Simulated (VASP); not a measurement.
# W in VASP: a series of runs

Runs on W. Level: LDA. Tasks: single point, relaxation of the atoms.

Everything below comes from runs of VASP 6.6.1. Logs are shortened: lines on timing, memory, paths and dates and some standing lists are left out, and cuts for length are marked.

### 1 The cell of the first run

The cell holds a slab with vacuum, 2 atoms: a = 2.715 Å, b = 2.715 Å, c = 18.217 Å, α = 90.00°, β = 90.00°, γ = 109.47°.

### 2 Single point, LDA

The input, INCAR:

```
PREC = Accurate
ENCUT = 520
EDIFF = 1E-6
ISMEAR = -1
SIGMA = 0.1
LREAL = False
LASPH = True
NELM = 80
ALGO = Normal
ISIF = 2
LWAVE = False
LCHARG = False
LDIPOL = True
IDIPOL = 3
DIPOL = 0.5 0.5 0.500
GGA = CA
NBANDS = 21
```

The input, KPOINTS:

```
regular mesh
0
Gamma
  14 14 1
```

The input, POSCAR:

```
W
1.0
    2.7149357195      0.0000000000      0.0000000000
   -0.9049785732      2.5596659437      0.0000000000
    0.0000000000      0.0000000000     18.2167000000
W
2
Direct
    0.2500000000      0.2500000000      0.4439742846
    0.7500000000      0.7500000000      0.5560257154
```

Potentials or basis: VASP PAW LDA potentials, release 64 (W_sv).

Launch:

```bash
$ cat potpaw_LDA.64/W_sv/POTCAR > POTCAR
$ mpirun -np 1 vasp_std > vasp.out
```

OUTCAR:

```text
PREC = Accurate
   ENCUT = 520
   EDIFF = 1E-6
   ISMEAR = -1
   LREAL = False
   LASPH = True
   NELM = 80
   ISIF = 2
   GGA = CA

 ion  position               nearest neighbor table
   1  0.250  0.250  0.444-   2 2.57   2 2.57   2 3.01   2 3.01
   2  0.750  0.750  0.556-   1 2.57   1 2.57   1 3.01   1 3.01

  LATTYP: Found a base centered orthorhombic cell.
 ALAT       =     3.1349377370
 B/A-ratio  =     1.4142135624
 C/A-ratio  =     5.8108650086

  Lattice vectors:

 A1 = (   2.7149357195,   0.0000000000,   0.0000000000)
 A2 = (  -0.9049785732,   2.5596659437,   0.0000000000)
 A3 = (   0.0000000000,   0.0000000000,  18.2167000000)

Analysis of symmetry for initial positions (statically):
=====================================================================
 Subroutine PRICEL returns:
 Original cell was already a primitive cell.

 Routine SETGRP: Setting up the symmetry group for a
 base centered orthorhombic supercell.

 Subroutine GETGRP returns: Found  8 space group operations
 (whereof  4 operations were pure point group operations)
 out of a pool of  8 trial point group operations.

The static configuration has the point symmetry C_2h.
 The point group associated with its full space group is D_2h.

Analysis of symmetry for dynamics (positions and initial velocities):
=====================================================================
 Subroutine PRICEL returns:
 Original cell was already a primitive cell.

 Routine SETGRP: Setting up the symmetry group for a
 base centered orthorhombic supercell.

 Subroutine GETGRP returns: Found  8 space group operations
 (whereof  4 operations were pure point group operations)
 out of a pool of  8 trial point group operations.

The dynamic configuration has the point symmetry C_2h.
 The point group associated with its full space group is D_2h.

 Subroutine INISYM returns: Found  8 space group operations
 (whereof  4 operations are pure point group operations),
 and found     1 'primitive' translations

----------------------------------------------------------------------------------------

                                     Primitive cell

  volume of cell :     126.5938

  direct lattice vectors                    reciprocal lattice vectors
     2.714935720  0.000000000  0.000000000     0.368332846  0.130225327  0.000000000
    -0.904978573  2.559665944  0.000000000     0.000000000  0.390675980  0.000000000
     0.000000000  0.000000000 18.216700000     0.000000000  0.000000000  0.054894685

  length of vectors
     2.714935720  2.714935720 18.216700000     0.390675980  0.390675980  0.054894685

  position of ions in fractional coordinates (direct lattice)
     0.250000000  0.250000000  0.443974285
     0.750000000  0.750000000  0.556025715

  ion indices of the primitive-cell ions
   primitive index   ion index
                 1           1
                 2           2

----------------------------------------------------------------------------------------

 KPOINTS: regular mesh

Automatic generation of k-mesh.
 Grid dimensions read from file:
 generate k-points for:   14   14    1

 Generating k-lattice:

  Cartesian coordinates                     Fractional coordinates (reciprocal lattice)
     0.026309489  0.009301809  0.000000000     0.071428571  0.000000000  0.000000000
     0.000000000  0.027905427  0.000000000     0.000000000  0.071428571  0.000000000
     0.000000000  0.000000000  0.054894685     0.000000000  0.000000000  1.000000000

  Length of vectors
     0.027905427  0.027905427  0.054894685

  Shift w.r.t. Gamma in fractional coordinates (k-lattice)
     0.000000000  0.000000000  0.000000000

 Subroutine IBZKPT returns following result:
 ===========================================

 Found     57 irreducible k-points:

 Following reciprocal coordinates:
            Coordinates               Weight
  0.000000  0.000000  0.000000      1.000000
  0.071429  0.000000  0.000000      4.000000
  0.142857 -0.000000  0.000000      4.000000
  0.214286  0.000000  0.000000      4.000000
  0.285714  0.000000  0.000000      4.000000
  0.357143  0.000000  0.000000      4.000000
[... 16 lines left out ...]
  0.214286  0.142857  0.000000      4.000000
  0.285714  0.142857  0.000000      4.000000
 [... further k-points ...]
   k-points           NKPTS =     57   k-points in BZ     NKDIM =     57   number of bands    NBANDS=     21
   number of dos      NEDOS =    301   number of ions     NIONS =      2
   total plane-waves  NPLWV =  56000
   dimension x,y,z NGX =    20 NGY =   20 NGZ =  140
   dimension x,y,z NGXF=    40 NGYF=   40 NGZF=  280
   ions per type =               2
   NGX,Y,Z   is equivalent  to a cutoff of  12.25, 12.25, 12.78 a.u.
   NGXF,Y,Z  is equivalent  to a cutoff of  24.49, 24.49, 25.55 a.u.
 SYSTEM =  unknown system
   PREC   = accura    normal or accurate (medium, high low for compatibility)
   ISTART =      0    job   : 0-new  1-cont  2-samecut
   ICHARG =      2    charge: 1-file 2-atom 10-const
   ISPIN  =      1    spin polarized calculation?
   LNONCOLLINEAR =      F non collinear calculations
   LSORBIT =      F    spin-orbit coupling
   LASPH  =      T    aspherical Exc in radial PAW
   ENCUT  =  520.0 eV  38.22 Ry    6.18 a.u.   5.05  5.05 33.87*2*pi/ulx,y,z
   NELM   =     80;   NELMIN=  2; NELMDL= -5     # of ELM steps
   EDIFF  = 0.1E-05   stopping-criterion for ELM
   LREAL  =      F    real-space projection
   EDIFFG = 0.1E-04   stopping-criterion for IOM
   NSW    =      0    number of steps for IOM
   IBRION =     -1    ionic relax: 0-MD 1-quasi-New 2-CG
   NFREE  =      0    steps in history (QN), initial steepest desc. (CG)
   ISIF   =      2    stress and relaxation
   ISYM   =      2    0-nonsym 1-usesym 2-fastsym
   POTIM  = 0.5000    time-step for ionic-motion
   TEBEG  =    0.0;   TEEND  =   0.0 temperature during run
   PSTRESS=    0.0 pullay stress
   NELECT =      28.0000    total number of electrons
   NUPDOWN=      -1.0000    fix difference up-down
   EMIN   =  10.00;   EMAX   =-10.00  energy-range for DOS
   EFERMI =   0.00;   METHOD = LEGACY
   ISMEAR =    -1;   SIGMA  =   0.10  broadening in eV -4-tet -1-fermi 0-gaus
   EFERMI_NEDOS =   21; number of points for ismear=-14 and -15
   IALGO  =     38    algorithm
   IMIX   =      4    mixing-type and parameters
     AMIX     =   0.40;   BMIX     =  1.00
     AMIX_MAG =   1.60;   BMIX_MAG =  1.00
  volume/ion in A,a.u.               =      63.30       427.15
  Fermi-wavevector in a.u.,A,eV,Ry     =   0.990049  1.870921 13.336388  0.980197
  Thomas-Fermi vector in A             =   2.121691
   LORBIT       =      0    0 simple, 1 ext, 2 COOP (PROOUT), +10 PAW based schemes
   GGA     = CA    functional components
   LHFCALC =     F    Hartree Fock is set to
   AEXX    =    0.0000 exact exchange contribution
   IVDW    =     0    specifies the selected vdW correction
   LEPSILON=     F    determine dielectric tensor
   LRPA    =     F    only Hartree local field effects (RPA)
 non-spin polarized calculation
  energy-cutoff  :      520.00
  volume of cell :      126.59
 maximum number of plane-waves:      3446
   NGX = 11   NGY = 11   NGZ = 67

 dipolmoment           0.000000      0.000000      0.000000 electrons x Angstroem

 number of electron      28.0000002 magnetization

 dipolmoment           0.000000      0.000000     -0.000000 electrons x Angstroem

 Free energy of the ion-electron system (eV)
  ---------------------------------------------------
  ext. energy  EPLUGINS =         0.00000000
  ---------------------------------------------------
  free energy    TOTEN  =       -25.21231384 eV

  energy without entropy =      -25.14443832  energy(sigma->0) =      -25.17837608

 E-fermi :  -0.7800     XC(G=0):  -4.5469

 val. band max:       -0.7825610824   @ k =   0.3571   0.2857   0.0000
 cond. band min:      -0.7695711865   @ k =  -0.1429   0.0714   0.0000
 fundamental gap:      0.0129898958
 Fermi energy:        -0.7799675098

 k-point     1 :       0.0000    0.0000    0.0000
  band No.  band energies     occupation
      1     -74.2514      2.00000
      2     -74.1035      2.00000
      3     -39.3206      2.00000
      4     -38.4466      2.00000
      5     -38.2731      2.00000
      6     -38.0138      2.00000
[... 13 lines left out ...]
     20       2.4180      0.00000
     21       3.9256      0.00000

 k-point     2 :       0.0714    0.0000    0.0000
  band No.  band energies     occupation
      1     -74.2457      2.00000
      2     -74.1015      2.00000
      3     -39.3094      2.00000
      4     -38.5077      2.00000
      5     -38.2411      2.00000
      6     -38.0476      2.00000
[... 13 lines left out ...]
     20       2.6241      0.00000
     21       3.9223      0.00000

 k-point     3 :       0.1429   -0.0000    0.0000
  band No.  band energies     occupation
      1     -74.2296      2.00000
      2     -74.0961      2.00000
      3     -39.2800      2.00000
      4     -38.6441      2.00000
      5     -38.1979      2.00000
      6     -38.1781      2.00000
[... 13 lines left out ...]
     20       2.8375      0.00000
     21       4.1098      0.00000
[... 457 lines left out ...]
 k-point    23 :       0.2143    0.1429    0.0000
  band No.  band energies     occupation
      1     -74.1674      2.00000
      2     -74.0926      2.00000
      3     -39.2059      2.00000
      4     -38.9619      2.00000
      5     -38.3523      2.00000
      6     -38.3519      2.00000
[... 13 lines left out ...]
     20       3.1956      0.00000
     21       5.3248      0.00000

 k-point    24 :       0.2857    0.1429    0.0000
  band No.  band energies     occupation
      1     -74.1365      2.00000
      2     -74.0905      2.00000
      3     -39.2110      2.00000
      4     -39.0928      2.00000
      5     -38.4726      2.00000
      6     -38.4723      2.00000
[... 13 lines left out ...]
     20       3.7877      0.00000
     21       6.1218      0.00000

 [... further k-points ...]

------------------------ aborting loop because EDIFF is reached ----------------------------------------

 vacuum level on the upper side and lower side of the slab       (xc-potential included)        -0.143        -0.143

  FORCE on cell =-STRESS in cart. coord.  units (eV):
  Direction    XX          YY          ZZ          XY          YZ          ZX
  --------------------------------------------------------------------------------------
  -------------------------------------------------------------------------------------
  Total       -1.7619139     -2.5869418      0.2276373     -1.1667656      0.0000000      0.0000000
  in kB      -22.2988626    -32.7404532      2.8809877    -14.7666389      0.0000000      0.0000000
  external PRESSURE =     -17.3861094 kB  Pullay stress =       0.0000000 kB

 VOLUME and BASIS-vectors are now :
 -----------------------------------------------------------------------------
  energy-cutoff  :      520.00
  volume of cell :      126.59
      direct lattice vectors                 reciprocal lattice vectors
     2.714935720  0.000000000  0.000000000     0.368332846  0.130225327  0.000000000
    -0.904978573  2.559665944  0.000000000     0.000000000  0.390675980  0.000000000
     0.000000000  0.000000000 18.216700000     0.000000000  0.000000000  0.054894685

 POSITION                                       TOTAL-FORCE (eV/Angst)
 -----------------------------------------------------------------------------------
      0.45249      0.63992      8.08775         0.000000      0.000000     -0.121316
      1.35747      1.91975     10.12895         0.000000     -0.000000      0.121316
 -----------------------------------------------------------------------------------
    total drift:                               -0.000000      0.000000     -0.000000

  FREE ENERGIE OF THE ION-ELECTRON SYSTEM (eV)
  ---------------------------------------------------
  free  energy   TOTEN  =       -25.2123138365 eV

  energy  without entropy=      -25.1444383167  energy(sigma->0) =      -25.17837608

 vacuum level on the upper side and lower side of the slab         3.984         3.984
```

It took 1.9 min on 1 thread of Intel Xeon Platinum 8488C (Sapphire Rapids), shared host; peak memory 0.25 GiB.

Results:

```yaml
Free_energy: -25.2123 eV
Largest_force: 0.121 eV/Å
Band_gap_on_the_k_mesh: zero (bands 14 and 15 overlap by 2.20 eV)
```

Forces on the atoms (eV/Å):
```
W    0.000  0.000 -0.121
W    0.000  0.000  0.121
```

Caveat: spin-orbit coupling is left out, which moves the levels of the heavy elements.

### 3 Relaxation of the atoms, LDA

Changes to INCAR since step 2:

```diff
@@ -16,2 +16,4 @@
 GGA = CA
-NBANDS = 21
+IBRION = 2
+NSW = 32
+EDIFFG = -0.01
```

The input, KPOINTS:

```
Automatic mesh
0
Gamma
  14 14 1
```

POSCAR is that of step 2.

Potentials or basis: VASP PAW LDA potentials, release 64 (W_sv).

Launch:

```bash
$ cat potpaw_LDA.64/W_sv/POTCAR > POTCAR
$ mpirun -np 1 vasp_std > vasp.out
```

OUTCAR:

```text
PREC = Accurate
   ENCUT = 520
   EDIFF = 1E-6
   ISMEAR = -1
   LREAL = False
   LASPH = True
   NELM = 80
   ISIF = 2
   GGA = CA
   IBRION = 2
   NSW = 32
   EDIFFG = -0.01

 ion  position               nearest neighbor table
   1  0.250  0.250  0.444-   2 2.57   2 2.57   2 3.01   2 3.01
   2  0.750  0.750  0.556-   1 2.57   1 2.57   1 3.01   1 3.01

  LATTYP: Found a base centered orthorhombic cell.
 ALAT       =     3.1349377370
 B/A-ratio  =     1.4142135624
 C/A-ratio  =     5.8108650086

  Lattice vectors:

 A1 = (   2.7149357195,   0.0000000000,   0.0000000000)
 A2 = (  -0.9049785732,   2.5596659437,   0.0000000000)
 A3 = (   0.0000000000,   0.0000000000,  18.2167000000)

[... 259 lines left out ...]

  energy without entropy =      -25.14492013  energy(sigma->0) =      -25.17903118

 E-fermi :  -0.7863     XC(G=0):  -4.5674

 val. band max:       -0.7951820719   @ k =   0.3571   0.2857   0.0000
 cond. band min:      -0.7791318834   @ k =   0.5000   0.2857   0.0000
 fundamental gap:      0.0160501885
 Fermi energy:        -0.7863011412

 k-point     1 :       0.0000    0.0000    0.0000
  band No.  band energies     occupation
      1     -74.2653      2.00000
      2     -74.1245      2.00000
      3     -39.3205      2.00000
      4     -38.4502      2.00000
      5     -38.3028      2.00000
      6     -38.0378      2.00000
[... 481 lines left out ...]
      5     -38.4943      2.00000
      6     -38.4840      2.00000
[... 10 lines left out ...]
     17       1.9787      0.00000
     18       2.2505      0.00000

 [... further k-points ...]

------------------------ aborting loop because EDIFF is reached ----------------------------------------

 vacuum level on the upper side and lower side of the slab       (xc-potential included)        -0.194        -0.194

  FORCE on cell =-STRESS in cart. coord.  units (eV):
  Direction    XX          YY          ZZ          XY          YZ          ZX
  --------------------------------------------------------------------------------------
  -------------------------------------------------------------------------------------
  Total       -2.0339577     -2.8426726     -0.0103262     -1.1436956      0.0000000      0.0000000
  in kB      -25.7418611    -35.9769942     -0.1306887    -14.4746641      0.0000000      0.0000000
  external PRESSURE =     -20.6165147 kB  Pullay stress =       0.0000000 kB
[... 17 lines left out ...]
  FREE ENERGIE OF THE ION-ELECTRON SYSTEM (eV)
  ---------------------------------------------------
  free  energy   TOTEN  =       -25.2131422412 eV

  energy  without entropy=      -25.1449201252  energy(sigma->0) =      -25.17903118

 reached required accuracy - stopping structural energy minimisation

 vacuum level on the upper side and lower side of the slab         3.923         3.923
```

Wall time 3.9 min (1 thread of Intel Xeon Platinum 8488C (Sapphire Rapids), shared host); peak memory 0.26 GiB.

Results:

| Quantity | Value |
| --- | --- |
| Free energy | -25.2131 eV |
| Energy gained by relaxing | 0.4 meV/atom |
| Ionic steps | 3 |
| Band gap on the k mesh | zero (bands 14 and 15 overlap by 2.11 eV) |

Step by step:
```csv
step,energy change (eV),largest force (eV/Å),pressure (GPa)
1,0.0000,0.1213,-1.74
2,-0.0008,0.0174,-2.02
3,-0.0008,0.0004,-2.06
```

Final structure:
```yaml
crystal:
  lattice:
    - [2.71494, 0.00000, 0.00000]
    - [-0.90498, 2.55967, 0.00000]
    - [0.00000, 0.00000, 18.21670]
  atoms:
    - { symbol: W, position: [0.25000, 0.25000, 0.44360] }
    - { symbol: W, position: [0.75000, 0.75000, 0.55640] }
```

Levels at points of the mesh, in eV from the Fermi level:
| k point | band 10 | band 11 | band 12 | band 13 | band 14 | band 15 | band 16 | band 17 | band 18 |
| --- | --- | --- | --- | --- | --- | --- | --- | --- | --- |
| (0.00, 0.00, 0.00) | -6.02 | -3.11 | -1.35 | -1.35 | -0.99 | 0.02 | 1.03 | 2.08 | 2.51 |
| (0.50, 0.00, 0.00) | -5.11 | -2.80 | -2.80 | 0.09 | 0.09 | 2.31 | 2.31 | 3.37 | 3.37 |
| (0.50, 0.50, 0.00) | -5.02 | -4.68 | -2.24 | -0.24 | 1.63 | 2.50 | 3.08 | 3.11 | 5.77 |

Caveat: spin-orbit coupling is left out, which moves the levels of the heavy elements.
